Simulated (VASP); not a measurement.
# BaTiO3 (R3m) in VASP: further runs

The runs below take BaTiO3 through electric field gradients, with PBE.

Program: VASP 6.6.1. These are calculated values, not measurements. Logs are shortened: lines on timing, memory, paths and dates and some standing lists are left out, and cuts for length are marked.

**1. The cell of the first run**

The structure is trigonal, space group R3m (No. 160). Conventional cell: a = 5.655 Å, b = 5.655 Å, c = 6.953 Å, α = 90.00°, β = 90.00°, γ = 120.00°. Ba (site symmetry 3m) has 12 O at 2.79 to 2.88 Å and 8 Ti at 3.38 to 3.57 Å within 3.7 Å. Ti (site symmetry 3m) has 6 O at 1.88 to 2.14 Å within 2.5 Å. O (site symmetry m) has 2 Ti at 1.88 to 2.14 Å within 2.5 Å.

**2. Electric field gradients, PBE**

Input file INCAR:

```
PREC     = Accurate       # precision mode
ENCUT    = 910            # plane-wave cutoff, eV
EDIFF    = 1E-8           # SCF threshold, eV
ISMEAR   = -1             # smearing method
SIGMA    = 0.05           # smearing width, eV
LREAL    = False          # projectors in reciprocal space
LASPH    = True           # aspherical terms in the spheres
NELM     = 120            # most SCF steps
ALGO     = Normal         # electronic algorithm
ISIF     = 2              # what is computed and relaxed
LWAVE    = False          # write WAVECAR
LCHARG   = False          # write CHGCAR
GGA      = PE             # functional
LEFG     = True         
NBANDS   = 28             # bands
GGA_COMPAT= False
```

Input file KPOINTS:

```
regular mesh
0
Gamma
  9 9 9
```

Input file POSCAR:

```
BaTiO3
1.0
    2.8276681575      1.6325549719      2.3177316080
   -2.8276681575      1.6325549719      2.3177316080
    0.0000000000     -3.2651099438      2.3177316080
Ba Ti O
1 1 3
Direct
    0.0000000000      0.0000000000      0.0000000000
    0.5140000000      0.5140000000      0.5140000000
    0.4916000000      0.4916000000      0.9815000000
    0.4916000000      0.9815000000      0.4916000000
    0.9815000000      0.4916000000      0.4916000000
```

Potentials or basis: VASP PAW PBE potentials, release 64 (Ba_sv, Ti_sv, O_h).

The run is started by

```bash
$ cat potpaw_PBE.64/Ba_sv/POTCAR potpaw_PBE.64/Ti_sv/POTCAR potpaw_PBE.64/O_h/POTCAR > POTCAR
$ mpirun -np 1 vasp_std > vasp.out
```

OUTCAR:

```text
PREC = Accurate
   ENCUT = 910
   EDIFF = 1E-8
   ISMEAR = -1
   LREAL = False
   LASPH = True
   NELM = 120
   ISIF = 2
   GGA = PE

 ion  position               nearest neighbor table
   1  0.000  0.000  0.000-   3 2.79   4 2.79   5 2.79   5 2.83   4 2.83   4 2.83   5 2.83   3 2.83
                             3 2.83   3 2.88   4 2.88   5 2.88   2 3.38   2 3.43   2 3.43   2 3.43
   2  0.514  0.514  0.514-   3 1.88   4 1.88   5 1.88   3 2.14   4 2.14   5 2.14   1 3.38   1 3.43
                             1 3.43   1 3.43   1 3.50   1 3.50   1 3.50   1 3.57
   3  0.492  0.492  0.981-   2 1.88   2 2.14   1 2.79   1 2.83   1 2.83   1 2.88
   4  0.492  0.981  0.492-   2 1.88   2 2.14   1 2.79   1 2.83   1 2.83   1 2.88
   5  0.981  0.492  0.492-   2 1.88   2 2.14   1 2.79   1 2.83   1 2.83   1 2.88

  LATTYP: Found a trigonal (rhomboedric) cell.
 ALAT       =     4.0041007420
 COS(alpha) =     0.0025827226

  Lattice vectors:

 A1 = (   2.8276681575,   1.6325549719,   2.3177316080)
 A2 = (  -2.8276681575,   1.6325549719,   2.3177316080)
 A3 = (   0.0000000000,  -3.2651099438,   2.3177316080)

Analysis of symmetry for initial positions (statically):
=====================================================================
 Subroutine PRICEL returns:
 Original cell was already a primitive cell.

 Routine SETGRP: Setting up the symmetry group for a
 trigonal (rhombohedral) supercell.

 Subroutine GETGRP returns: Found  6 space group operations
 (whereof  6 operations were pure point group operations)
 out of a pool of 12 trial point group operations.

The static configuration has the point symmetry C_3v.

Analysis of symmetry for dynamics (positions and initial velocities):
=====================================================================
 Subroutine PRICEL returns:
 Original cell was already a primitive cell.

 Routine SETGRP: Setting up the symmetry group for a
 trigonal (rhombohedral) supercell.

 Subroutine GETGRP returns: Found  6 space group operations
 (whereof  6 operations were pure point group operations)
 out of a pool of 12 trial point group operations.

The dynamic configuration has the point symmetry C_3v.

 Subroutine INISYM returns: Found  6 space group operations
 (whereof  6 operations are pure point group operations),
 and found     1 'primitive' translations

----------------------------------------------------------------------------------------

                                     Primitive cell

  volume of cell :      64.1964

  direct lattice vectors                    reciprocal lattice vectors
     2.827668157  1.632554972  2.317731608     0.176824143  0.102089467  0.143818780
    -2.827668157  1.632554972  2.317731608    -0.176824143  0.102089467  0.143818780
     0.000000000 -3.265109944  2.317731608     0.000000000 -0.204178934  0.143818780

  length of vectors
     4.004100742  4.004100742  4.004100742     0.249745628  0.249745628  0.249745628

  position of ions in fractional coordinates (direct lattice)
     0.000000000  0.000000000  0.000000000
     0.514000000  0.514000000  0.514000000
     0.491600000  0.491600000  0.981500000
     0.491600000  0.981500000  0.491600000
     0.981500000  0.491600000  0.491600000

  ion indices of the primitive-cell ions
   primitive index   ion index
                 1           1
                 2           2
                 3           3
                 4           4
                 5           5

----------------------------------------------------------------------------------------

 KPOINTS: regular mesh

Automatic generation of k-mesh.
 Grid dimensions read from file:
 generate k-points for:    9    9    9

 Generating k-lattice:

  Cartesian coordinates                     Fractional coordinates (reciprocal lattice)
[... 49 lines left out ...]
   NGXF,Y,Z  is equivalent  to a cutoff of  33.22, 33.22, 33.22 a.u.
 SYSTEM =  unknown system
   PREC   = accura    normal or accurate (medium, high low for compatibility)
   ISTART =      0    job   : 0-new  1-cont  2-samecut
   ICHARG =      2    charge: 1-file 2-atom 10-const
   ISPIN  =      1    spin polarized calculation?
   LNONCOLLINEAR =      F non collinear calculations
   LSORBIT =      F    spin-orbit coupling
   LASPH  =      T    aspherical Exc in radial PAW
   ENCUT  =  910.0 eV  66.88 Ry    8.18 a.u.   9.85  9.85  9.85*2*pi/ulx,y,z
   NELM   =    120;   NELMIN=  2; NELMDL= -5     # of ELM steps
   EDIFF  = 0.1E-07   stopping-criterion for ELM
   LREAL  =      F    real-space projection
   EDIFFG = 0.1E-06   stopping-criterion for IOM
   NSW    =      0    number of steps for IOM
   IBRION =     -1    ionic relax: 0-MD 1-quasi-New 2-CG
   NFREE  =      0    steps in history (QN), initial steepest desc. (CG)
   ISIF   =      2    stress and relaxation
   ISYM   =      2    0-nonsym 1-usesym 2-fastsym
   POTIM  = 0.5000    time-step for ionic-motion
   TEBEG  =    0.0;   TEEND  =   0.0 temperature during run
   PSTRESS=    0.0 pullay stress
   NELECT =      40.0000    total number of electrons
   NUPDOWN=      -1.0000    fix difference up-down
   EMIN   =  10.00;   EMAX   =-10.00  energy-range for DOS
   EFERMI =   0.00;   METHOD = LEGACY
   ISMEAR =    -1;   SIGMA  =   0.05  broadening in eV -4-tet -1-fermi 0-gaus
   EFERMI_NEDOS =   21; number of points for ismear=-14 and -15
   IALGO  =     38    algorithm
   IMIX   =      4    mixing-type and parameters
     AMIX     =   0.40;   BMIX     =  1.00
     AMIX_MAG =   1.60;   BMIX_MAG =  1.00
  volume/ion in A,a.u.               =      12.84        86.64
  Fermi-wavevector in a.u.,A,eV,Ry     =   1.398271  2.642349 26.601582  1.955161
  Thomas-Fermi vector in A             =   2.521445
   LORBIT       =      0    0 simple, 1 ext, 2 COOP (PROOUT), +10 PAW based schemes
   GGA     = PE    functional components
   LHFCALC =     F    Hartree Fock is set to
   AEXX    =    0.0000 exact exchange contribution
   IVDW    =     0    specifies the selected vdW correction
   LEPSILON=     F    determine dielectric tensor
   LRPA    =     F    only Hartree local field effects (RPA)
 non-spin polarized calculation
  energy-cutoff  :      910.00
  volume of cell :       64.20
 maximum number of plane-waves:      4021
   NGX = 19   NGY = 19   NGZ = 19

 number of electron      39.9999992 magnetization

 Free energy of the ion-electron system (eV)
  ---------------------------------------------------
  ext. energy  EPLUGINS =         0.00000000
  ---------------------------------------------------
  free energy    TOTEN  =       -40.01724637 eV

  energy without entropy =      -40.01724637  energy(sigma->0) =      -40.01724637

 E-fermi :   5.3377     XC(G=0): -11.2392

 val. band max:        4.0929459764   @ k =   0.4444   0.4444   0.4444
 cond. band min:       6.4847190192   @ k =   0.0000   0.0000   0.0000
 fundamental gap:      2.3917730428
 Fermi energy:         5.3376897852

 k-point     1 :       0.0000    0.0000    0.0000
  band No.  band energies     occupation
      1     -52.1699      2.00000
      2     -28.4244      2.00000
      3     -28.4244      2.00000
      4     -28.4242      2.00000
      5     -20.6776      2.00000
      6     -12.6998      2.00000
[... 733 lines left out ...]
     27      12.2877      0.00000
     28      13.9011      0.00000

 [... further k-points ...]

------------------------ aborting loop because EDIFF is reached ----------------------------------------

  FORCE on cell =-STRESS in cart. coord.  units (eV):
  Direction    XX          YY          ZZ          XY          YZ          ZX
  --------------------------------------------------------------------------------------
  -------------------------------------------------------------------------------------
  Total        2.6230775      2.6230775      2.4850614     -0.0000000      0.0000000      0.0000000
  in kB       65.4652844     65.4652844     62.0207561     -0.0000000      0.0000000      0.0000000
  external PRESSURE =      64.3171083 kB  Pullay stress =       0.0000000 kB

 VOLUME and BASIS-vectors are now :
 -----------------------------------------------------------------------------
  energy-cutoff  :      910.00
  volume of cell :       64.20
      direct lattice vectors                 reciprocal lattice vectors
     2.827668157  1.632554972  2.317731608     0.176824143  0.102089467  0.143818780
    -2.827668157  1.632554972  2.317731608    -0.176824143  0.102089467  0.143818780
     0.000000000 -3.265109944  2.317731608     0.000000000 -0.204178934  0.143818780

 POSITION                                       TOTAL-FORCE (eV/Angst)
 -----------------------------------------------------------------------------------
      0.00000      0.00000      0.00000         0.000000      0.000000      0.073053
      0.00000      0.00000      3.57394         0.000000      0.000000     -0.100425
      0.00000     -1.59958      4.55365         0.000000     -0.196462      0.009124
     -1.38527      0.79979      4.55365        -0.170141      0.098231      0.009124
      1.38527      0.79979      4.55365         0.170141      0.098231      0.009124
 -----------------------------------------------------------------------------------
    total drift:                                0.000000     -0.000004     -0.002310

  FREE ENERGIE OF THE ION-ELECTRON SYSTEM (eV)
  ---------------------------------------------------
  free  energy   TOTEN  =       -40.0172463738 eV

  energy  without entropy=      -40.0172463738  energy(sigma->0) =      -40.01724637

 Electric field gradients (V/A^2)
---------------------------------------------------------------------
 ion       V_xx      V_yy      V_zz      V_xy      V_xz      V_yz
---------------------------------------------------------------------
   1      -1.776    -1.776     3.553     0.000     0.000     0.000
   2      -5.141    -5.141    10.283    -0.000    -0.000    -0.000
   3     -10.775     9.163     1.612    -0.000     0.000   -14.760
   4       4.179    -5.790     1.612    -8.634   -12.783     7.380
   5       4.179    -5.790     1.612     8.634    12.783     7.380
---------------------------------------------------------------------

 Electric field gradients after diagonalization (V/A^2)
 (convention: |V_zz| > |V_xx| > |V_yy|)
----------------------------------------------------------------------
 ion       V_xx      V_yy      V_zz     asymmetry (V_yy - V_xx)/ V_zz
----------------------------------------------------------------------
   1      -1.776    -1.776     3.553       0.000
   2      -5.141    -5.141    10.283       0.000
   3     -10.775    -9.848    20.623       0.045
   4     -10.775    -9.848    20.623       0.045
   5     -10.775    -9.848    20.623       0.045
----------------------------------------------------------------------

           NMR quadrupolar parameters

 Cq : quadrupolar parameter    Cq=e*Q*V_zz/h
 eta: asymmetry parameters     (V_yy - V_xx)/ V_zz
 Q  : nuclear electric quadrupole moment in mb (millibarn)
----------------------------------------------------------------------
 ion       Cq(MHz)       eta       Q (mb)
----------------------------------------------------------------------
   1       0.009       0.000       1.000
   2       0.025       0.000       1.000
   3       0.050       0.045       1.000
   4       0.050       0.045       1.000
   5       0.050       0.045       1.000
----------------------------------------------------------------------
```

Run time: 3.2 min. Hardware: 1 thread of Intel Xeon 6975P-C (Granite Rapids), shared host; peak memory 0.48 GiB.

What came out:

| Item | Value |
| --- | --- |
| Free energy | -40.0172 eV |
| Pressure | 6.4 GPa |
| Largest force | 0.197 eV/Å |
| Band gap on the k mesh | 2.39 eV (least direct gap 2.74 eV) |
| Largest electric field gradient by atom | Ba +3.6; Ti +10.3; O +20.6 V/Å² |

Forces in eV/Å, atoms in the order of the input:
```
Ba   0.000  0.000  0.073
Ti   0.000  0.000 -0.100
O    0.000 -0.196  0.009
O   -0.170  0.098  0.009
O    0.170  0.098  0.009
```

Electric field gradients, principal values (V/Å²):
| atom | least | middle | greatest (by size) |
| --- | --- | --- | --- |
| 1 Ba | -1.776 | -1.776 | 3.553 |
| 2 Ti | -5.141 | -5.141 | 10.283 |
| 3 O | -9.848 | -10.775 | 20.623 |
| 4 O | -9.848 | -10.775 | 20.623 |
| 5 O | -9.848 | -10.775 | 20.623 |

Caveat: the cell stands under pressure; without QUAD_EFG the Cq values of the log hold for a quadrupole moment of 1 mb, not for the nuclei; spin-orbit coupling is left out, which moves the levels of the heavy elements. A k mesh can miss the band edges.

**3. Electric field gradients, PBE (13.61 Å³/atom)**

This run uses another cell than the first one, of 13.61 Å³/atom.

Input file INCAR:

```
SYSTEM = BaTiO3
ALGO     = Normal         ! electronic algorithm
EDIFF    = 1E-8           ! SCF threshold, eV
ENCUT    = 520            ! plane-wave cutoff, eV
GGA      = PE             ! functional
ISIF     = 2              ! what is computed and relaxed
ISMEAR   = -1             ! smearing method
LASPH    = .TRUE.         ! aspherical terms in the spheres
LCHARG   = .FALSE.        ! write CHGCAR
LEFG     = .TRUE.       
LREAL    = .FALSE.        ! projectors in reciprocal space
LWAVE    = .FALSE.        ! write WAVECAR
NBANDS   = 28             ! bands
NELM     = 60             ! most SCF steps
PREC     = Accurate       ! precision mode
SIGMA    = 0.05           ! smearing width, eV
```

Input file KPOINTS:

```
k-points
0
G
  9 9 9
  0 0 0
```

POSCAR, as its differences from that of step 2:

```diff
@@ -2,5 +2,5 @@
 1.0
-    2.8276681575      1.6325549719      2.3177316080
-   -2.8276681575      1.6325549719      2.3177316080
-    0.0000000000     -3.2651099438      2.3177316080
+    2.8831267109      1.6645739827      2.3631888664
+   -2.8831267109      1.6645739827      2.3631888664
+    0.0000000000     -3.3291479653      2.3631888664
 Ba Ti O
```

Potentials or basis: VASP PAW PBE potentials, release 64 (Ba_sv, Ti_sv, O).

The run is started by

```bash
$ cat potpaw_PBE.64/Ba_sv/POTCAR potpaw_PBE.64/Ti_sv/POTCAR potpaw_PBE.64/O/POTCAR > POTCAR
$ mpirun -np 1 vasp_std > vasp.out
```

OUTCAR:

```text
SYSTEM = BaTiO3
   EDIFF = 1E-8
   ENCUT = 520
   GGA = PE
   ISIF = 2
   ISMEAR = -1
   LASPH = .TRUE.
   LREAL = .FALSE.
   NELM = 60
   PREC = Accurate

 ion  position               nearest neighbor table
   1  0.000  0.000  0.000-   4 2.84   5 2.84   3 2.84   3 2.88   3 2.88   4 2.88   5 2.88   5 2.88
                             4 2.88   5 2.94   4 2.94   3 2.94   2 3.45   2 3.50   2 3.50   2 3.50
   2  0.514  0.514  0.514-   3 1.91   4 1.91   5 1.91   3 2.18   4 2.18   5 2.18   1 3.45   1 3.50
                             1 3.50   1 3.50   1 3.57   1 3.57   1 3.57   1 3.64
   3  0.492  0.492  0.981-   2 1.91   2 2.18   1 2.84   1 2.88   1 2.88   1 2.94
   4  0.492  0.981  0.492-   2 1.91   2 2.18   1 2.84   1 2.88   1 2.88   1 2.94
[... 985 lines left out ...]
   3     -13.075    11.729     1.346    -0.000    -0.000   -17.670
   4       5.528    -6.874     1.346   -10.741   -15.303     8.835
   5       5.528    -6.874     1.346    10.741    15.303     8.835
---------------------------------------------------------------------

 Electric field gradients after diagonalization (V/A^2)
 (convention: |V_zz| > |V_xx| > |V_yy|)
----------------------------------------------------------------------
 ion       V_xx      V_yy      V_zz     asymmetry (V_yy - V_xx)/ V_zz
----------------------------------------------------------------------
   1      -1.660    -1.660     3.320       0.000
   2      -4.950    -4.950     9.900       0.000
   3     -13.075   -11.880    24.955       0.048
   4     -13.075   -11.880    24.955       0.048
   5     -13.075   -11.880    24.955       0.048
----------------------------------------------------------------------

           NMR quadrupolar parameters

 Cq : quadrupolar parameter    Cq=e*Q*V_zz/h
 eta: asymmetry parameters     (V_yy - V_xx)/ V_zz
 Q  : nuclear electric quadrupole moment in mb (millibarn)
----------------------------------------------------------------------
 ion       Cq(MHz)       eta       Q (mb)
----------------------------------------------------------------------
   1       0.008       0.000       1.000
   2       0.024       0.000       1.000
   3       0.060       0.048       1.000
   4       0.060       0.048       1.000
   5       0.060       0.048       1.000
----------------------------------------------------------------------
```

Wall time 4.7 min (1 thread of Intel Xeon 8259CL, shared host); peak memory 0.29 GiB.

What came out:

```
Free energy                             : -40.0368 eV
Pressure                                : -2.7 GPa
Largest force                           : 0.440 eV/Å
Band gap on the k mesh                  : 2.24 eV (least direct gap 2.63 eV)
Largest electric field gradient by atom : Ba +3.3; Ti +9.9; O +25.0 V/Å²
```

Forces in eV/Å, atoms in the order of the input:
```
Ba   0.000  0.000  0.093
Ti   0.000  0.000  0.440
O    0.000  0.149 -0.178
O    0.129 -0.074 -0.178
O   -0.129 -0.074 -0.178
```

Stress tensor (GPa, compression positive):
```
-2.82  0.00  0.00
 0.00 -2.82  0.00
 0.00  0.00 -2.59
```

Levels at points of the mesh, in eV from the valence-band top:
```csv
k point,band 17,band 18,band 19,band 20,band 21,band 22,band 23,band 24
"(0.00, 0.00, 0.00)",-0.95,-0.50,-0.39,-0.39,2.24,2.24,2.34,4.09
```

Electric field gradients, principal values (V/Å²):
```tsv
atom	least	middle	greatest (by size)
1 Ba	-1.660	-1.660	3.320
2 Ti	-4.950	-4.950	9.900
3 O	-11.880	-13.075	24.955
4 O	-11.880	-13.075	24.955
5 O	-11.880	-13.075	24.955
```

Caveat: without QUAD_EFG the Cq values of the log hold for a quadrupole moment of 1 mb, not for the nuclei; spin-orbit coupling is left out, which moves the levels of the heavy elements. A k mesh can miss the band edges.

(Continued in part 2 of 2.)
